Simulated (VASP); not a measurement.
# Si (Fd-3m) in VASP: a series of runs, part 2 of 4

VASP 6.6.1.

## (3) Electric field gradients, r2SCAN (volume scaled by 0.98)

Contents of POSCAR:

```
Si
1.0
    0.0000000000      2.7035831784      2.7035831784
    2.7035831784      0.0000000000      2.7035831784
    2.7035831784      2.7035831784      0.0000000000
Si
2
Direct
    0.7500000000      0.7500000000      0.7500000000
    0.5000000000      0.5000000000      0.5000000000
```

Contents of INCAR.step1:

```
SYSTEM = Si
  PREC = Accurate
  ENCUT = 520
  ISMEAR = -1
  SIGMA = 0.02
  LREAL = .FALSE.
  LASPH = .TRUE.
  NELM = 100
  NBANDS = 11
  GGA = PE
  ALGO = Normal
  EDIFF = 1E-4
  LWAVE = .TRUE.
  LCHARG = .FALSE.
```

Contents of INCAR.step2:

```
SYSTEM = Si
  PREC = Accurate
  ENCUT = 520
  EDIFF = 1E-8
  ISMEAR = -1
  SIGMA = 0.02
  LREAL = .FALSE.
  LASPH = .TRUE.
  NELM = 100
  ALGO = Normal
  ISIF = 2
  LWAVE = .FALSE.
  LCHARG = .FALSE.
  METAGGA = R2SCAN
  LMIXTAU = .TRUE.
  LEFG = .TRUE.
  NBANDS = 11
  ISTART = 1
```

Contents of KPOINTS:

```
Automatic mesh
0
G
  10 10 10
  0 0 0
```

Potentials or basis: VASP PAW PBE potentials, release 64 (Si).

Command:

```bash
$ cat potpaw_PBE.64/Si/POTCAR > POTCAR
$ cp INCAR.step1 INCAR
$ mpirun -np 1 vasp_std > vasp.out
$ cp INCAR.step2 INCAR
$ mpirun -np 1 vasp_std > vasp.out
```

OUTCAR:

```text
SYSTEM = Si
   PREC = Accurate
   ENCUT = 520
   EDIFF = 1E-8
   ISMEAR = -1
   LREAL = .FALSE.
   LASPH = .TRUE.
   NELM = 100
   ISIF = 2
   METAGGA = R2SCAN
   ISTART = 1

 ion  position               nearest neighbor table
   1  0.750  0.750  0.750-   2 2.34   2 2.34   2 2.34   2 2.34
   2  0.500  0.500  0.500-   1 2.34   1 2.34   1 2.34   1 2.34

  LATTYP: Found a face centered cubic cell.
 ALAT       =     5.4071663568

  Lattice vectors:

 A1 = (   0.0000000000,   2.7035831784,   2.7035831784)
 A2 = (   2.7035831784,   0.0000000000,   2.7035831784)
[... 550 lines left out ...]
  free  energy   TOTEN  =       -17.5458723599 eV

  energy  without entropy=      -17.5458723599  energy(sigma->0) =      -17.54587236

 Electric field gradients (V/A^2)
---------------------------------------------------------------------
 ion       V_xx      V_yy      V_zz      V_xy      V_xz      V_yz
---------------------------------------------------------------------
   1      -0.000    -0.000     0.000    -0.000    -0.000    -0.000
   2      -0.000     0.000     0.000    -0.000    -0.000    -0.000
---------------------------------------------------------------------

 Electric field gradients after diagonalization (V/A^2)
 (convention: |V_zz| > |V_xx| > |V_yy|)
----------------------------------------------------------------------
 ion       V_xx      V_yy      V_zz     asymmetry (V_yy - V_xx)/ V_zz
----------------------------------------------------------------------
   1       0.000     0.000    -0.000       0.000
   2       0.000     0.000    -0.000       0.000
----------------------------------------------------------------------

           NMR quadrupolar parameters

 Cq : quadrupolar parameter    Cq=e*Q*V_zz/h
 eta: asymmetry parameters     (V_yy - V_xx)/ V_zz
 Q  : nuclear electric quadrupole moment in mb (millibarn)
----------------------------------------------------------------------
 ion       Cq(MHz)       eta       Q (mb)
----------------------------------------------------------------------
   1      -0.000       0.000       1.000
   2      -0.000       0.000       1.000
----------------------------------------------------------------------
```

OUTCAR.step1:

```text
SYSTEM = Si
   PREC = Accurate
   ENCUT = 520
   ISMEAR = -1
   LREAL = .FALSE.
   LASPH = .TRUE.
[... 558 lines left out ...]
      4.05537      4.05537      4.05537        -0.000000     -0.000000     -0.000000
      2.70358      2.70358      2.70358         0.000000      0.000000      0.000000
 -----------------------------------------------------------------------------------
    total drift:                                0.000000      0.000000     -0.000000

  FREE ENERGIE OF THE ION-ELECTRON SYSTEM (eV)
  ---------------------------------------------------
  free  energy   TOTEN  =       -10.8357535847 eV

  energy  without entropy=      -10.8357535803  energy(sigma->0) =      -10.83575358
```

OSZICAR.step1:

```text
N       E                     dE             d eps       ncg     rms          rms(c)
DAV:   1     0.798574334890E+01    0.79857E+01   -0.32201E+03  1034   0.582E+02
DAV:   2    -0.104341269572E+02   -0.18420E+02   -0.17878E+02  1336   0.860E+01
DAV:   3    -0.110194652092E+02   -0.58534E+00   -0.58377E+00  1400   0.137E+01
DAV:   4    -0.110236730750E+02   -0.42079E-02   -0.42074E-02  1197   0.143E+00
DAV:   5    -0.110237171276E+02   -0.44053E-04   -0.44052E-04  1320   0.140E-01    0.497E+00
DAV:   6    -0.108932382157E+02    0.13048E+00   -0.75419E-02  1151   0.113E+00    0.303E+00
DAV:   7    -0.108342889927E+02    0.58949E-01   -0.14340E-01  1180   0.167E+00    0.196E-01
DAV:   8    -0.108355308385E+02   -0.12418E-02   -0.61786E-03  1175   0.426E-01    0.822E-02
DAV:   9    -0.108357277605E+02   -0.19692E-03   -0.18611E-04  1272   0.846E-02    0.608E-02
DAV:  10    -0.108357535847E+02   -0.25824E-04   -0.22126E-05   718   0.274E-02
   1 F= -.10835754E+02 E0= -.10835754E+02  d E =-.444203E-08
```

Run time: 36 s. Hardware: 1 thread of Intel Xeon 6975P-C (Granite Rapids), shared host; peak memory 0.16 GiB.

What came out:

| Property | Result |
| --- | --- |
| Free energy | -17.5459 eV |
| Pressure | 1.8 GPa |
| Band gap on the k mesh | 0.76 eV, indirect (least direct gap 2.76 eV) |

Caveat: the cell differs from its parent crystal (volume scaled by 0.98); without QUAD_EFG the Cq values of the log hold for a quadrupole moment of 1 mb, not for the nuclei; the PAW data sets were made with another functional, which shifts forces and pressure a little.

## (4) Electric field gradients, r2SCAN

This run uses another cell than the first one, of 20.16 Å³/atom, 1.063 times its volume.

Contents of POSCAR:

```
Si
1.0
    0.0000000000      2.7218511865      2.7218511865
    2.7218511865      0.0000000000      2.7218511865
    2.7218511865      2.7218511865      0.0000000000
Si
2
Direct
    0.7500000000      0.7500000000      0.7500000000
    0.5000000000      0.5000000000      0.5000000000
```

Contents of INCAR.step1:

```
  PREC = Accurate
  ENCUT = 520
  ISMEAR = -1
  SIGMA = 0.02
  LREAL = False
  LASPH = True
  NELM = 60
  NBANDS = 11
  GGA = PE
  ALGO = Normal
  EDIFF = 1E-4
  LWAVE = True
  LCHARG = False
```

Contents of INCAR.step2:

```
  PREC = Accurate
  ENCUT = 520
  EDIFF = 1E-8
  ISMEAR = -1
  SIGMA = 0.02
  LREAL = False
  LASPH = True
  NELM = 60
  ALGO = Normal
  ISIF = 2
  LWAVE = False
  LCHARG = False
  METAGGA = R2SCAN
  LMIXTAU = True
  LEFG = True
  NBANDS = 11
  ISTART = 1
```

Contents of KPOINTS:

```
Automatic mesh
0
Gamma
  10 10 10
```

Potentials or basis: VASP PAW PBE potentials, release 64 (Si).

Command:

```bash
$ cat potpaw_PBE.64/Si/POTCAR > POTCAR
$ cp INCAR.step1 INCAR
$ mpirun -np 1 vasp_std > vasp.out
$ cp INCAR.step2 INCAR
$ mpirun -np 1 vasp_std > vasp.out
```

OUTCAR:

```text
PREC = Accurate
   ENCUT = 520
   EDIFF = 1E-8
   ISMEAR = -1
   LREAL = False
   LASPH = True
   NELM = 60
   ISIF = 2
   METAGGA = R2SCAN
   ISTART = 1

 ion  position               nearest neighbor table
   1  0.750  0.750  0.750-   2 2.36   2 2.36   2 2.36   2 2.36
   2  0.500  0.500  0.500-   1 2.36   1 2.36   1 2.36   1 2.36

  LATTYP: Found a face centered cubic cell.
 ALAT       =     5.4437023730

  Lattice vectors:

 A1 = (   0.0000000000,   2.7218511865,   2.7218511865)
 A2 = (   2.7218511865,   0.0000000000,   2.7218511865)
 A3 = (   2.7218511865,   2.7218511865,   0.0000000000)

Analysis of symmetry for initial positions (statically):
=====================================================================
 Subroutine PRICEL returns:
 Original cell was already a primitive cell.

 Routine SETGRP: Setting up the symmetry group for a
 face centered cubic supercell.

 Subroutine GETGRP returns: Found 48 space group operations
[... 525 lines left out ...]
  volume of cell :       40.33
      direct lattice vectors                 reciprocal lattice vectors
     0.000000000  2.721851186  2.721851186    -0.183698507  0.183698507  0.183698507
     2.721851186  0.000000000  2.721851186     0.183698507 -0.183698507  0.183698507
     2.721851186  2.721851186  0.000000000     0.183698507  0.183698507 -0.183698507

 POSITION                                       TOTAL-FORCE (eV/Angst)
 -----------------------------------------------------------------------------------
      4.08278      4.08278      4.08278         0.000000     -0.000000     -0.000000
      2.72185      2.72185      2.72185        -0.000000      0.000000      0.000000
 -----------------------------------------------------------------------------------
    total drift:                                0.000000     -0.000000     -0.000000

  FREE ENERGIE OF THE ION-ELECTRON SYSTEM (eV)
  ---------------------------------------------------
  free  energy   TOTEN  =       -17.5498517884 eV

  energy  without entropy=      -17.5498517884  energy(sigma->0) =      -17.54985179

 Electric field gradients (V/A^2)
---------------------------------------------------------------------
 ion       V_xx      V_yy      V_zz      V_xy      V_xz      V_yz
---------------------------------------------------------------------
   1      -0.000     0.000    -0.000     0.000     0.000     0.000
   2      -0.000     0.000    -0.000     0.000     0.000     0.000
---------------------------------------------------------------------

 Electric field gradients after diagonalization (V/A^2)
 (convention: |V_zz| > |V_xx| > |V_yy|)
----------------------------------------------------------------------
 ion       V_xx      V_yy      V_zz     asymmetry (V_yy - V_xx)/ V_zz
----------------------------------------------------------------------
   1      -0.000    -0.000     0.000       0.000
   2      -0.000    -0.000     0.000       0.000
----------------------------------------------------------------------

           NMR quadrupolar parameters

 Cq : quadrupolar parameter    Cq=e*Q*V_zz/h
 eta: asymmetry parameters     (V_yy - V_xx)/ V_zz
 Q  : nuclear electric quadrupole moment in mb (millibarn)
----------------------------------------------------------------------
 ion       Cq(MHz)       eta       Q (mb)
----------------------------------------------------------------------
   1       0.000       0.000       1.000
   2       0.000       0.000       1.000
----------------------------------------------------------------------
```

OUTCAR.step1:

```text
PREC = Accurate
   ENCUT = 520
   ISMEAR = -1
   LREAL = False
   LASPH = True
[... 559 lines left out ...]
      4.08278      4.08278      4.08278         0.000000      0.000000      0.000000
      2.72185      2.72185      2.72185        -0.000000     -0.000000     -0.000000
 -----------------------------------------------------------------------------------
    total drift:                                0.000000     -0.000000     -0.000000

  FREE ENERGIE OF THE ION-ELECTRON SYSTEM (eV)
  ---------------------------------------------------
  free  energy   TOTEN  =       -10.8470259287 eV

  energy  without entropy=      -10.8470259268  energy(sigma->0) =      -10.84702593
```

It took 44 s on 1 thread of Intel Xeon 6975P-C (Granite Rapids), shared host; peak memory 0.16 GiB.

Results:

* Free energy: -17.5499 eV
* Pressure: -0.2 GPa
* Band gap on the k mesh: 0.79 eV, indirect (least direct gap 2.76 eV)

Levels at points of the mesh, in eV from the valence-band top:
| k point | band 1 | band 2 | band 3 | band 4 | band 5 | band 6 | band 7 | band 8 |
| --- | --- | --- | --- | --- | --- | --- | --- | --- |
| (0.00, 0.00, 0.00) | -12.48 | 0.00 | 0.00 | 0.00 | 2.76 | 2.76 | 2.76 | 3.90 |
| (0.50, 0.00, 0.00) | -10.04 | -7.23 | -1.27 | -1.27 | 1.86 | 3.59 | 3.59 | 8.33 |
| (0.50, 0.50, 0.00) | -8.13 | -8.13 | -2.99 | -2.99 | 0.93 | 0.93 | 10.82 | 10.82 |

Caveat: without QUAD_EFG the Cq values of the log hold for a quadrupole moment of 1 mb, not for the nuclei; the PAW data sets were made with another functional, which shifts forces and pressure a little.

(Continued in part 3 of 4.)
